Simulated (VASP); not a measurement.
Here is a VASP 6.6.1 calculation.

The input INCAR:

```
ALGO = Normal
EDIFF = 1E-6
ENCUT = 560
GGA = PE
GGA_COMPAT = F
ISIF = 2
ISMEAR = 0
ISPIN = 2
LASPH = T
LCHARG = T
LELF = T
LMAXMIX = 4
LORBIT = 11
LREAL = F
LVHAR = T
LWAVE = F
MAGMOM = 0.05 0
NBANDS = 22
NELM = 200
PREC = Accurate
SIGMA = 0.05
```

File KPOINTS:

```
k-points
0
Gamma
  12 12 12
```

POSCAR

```
ReS
1.0
    0.0000000000      2.6183291373      2.6183291373
    2.6183291373      0.0000000000      2.6183291373
    2.6183291373      2.6183291373      0.0000000000
Re S
1 1
Direct
    0.0000000000      0.0000000000      0.0000000000
    0.2729153773      0.2270846227      0.2729153773
```

Potentials or basis: VASP PAW PBE potentials, release 64 (Re_sv_GW, S).

The run is started by

```console
$ cat potpaw_PBE.64/Re_sv_GW/POTCAR potpaw_PBE.64/S/POTCAR > POTCAR
$ mpirun -np 1 vasp_std > vasp.out
```

(1) Predict the pressure.

(2) What does it give for the largest force?

(3) What does it give for the net moment?

Answers

(1) 0.7 GPa.

(2) 1.897 eV/Å.

(3) 0.01 μB per cell.

Caveat: the cell differs from its parent crystal (atom 2 (S) moved 0.12 Å along y); forces of over 1 eV/Å act on the atoms, so gaps and moduli don't describe the material at rest.
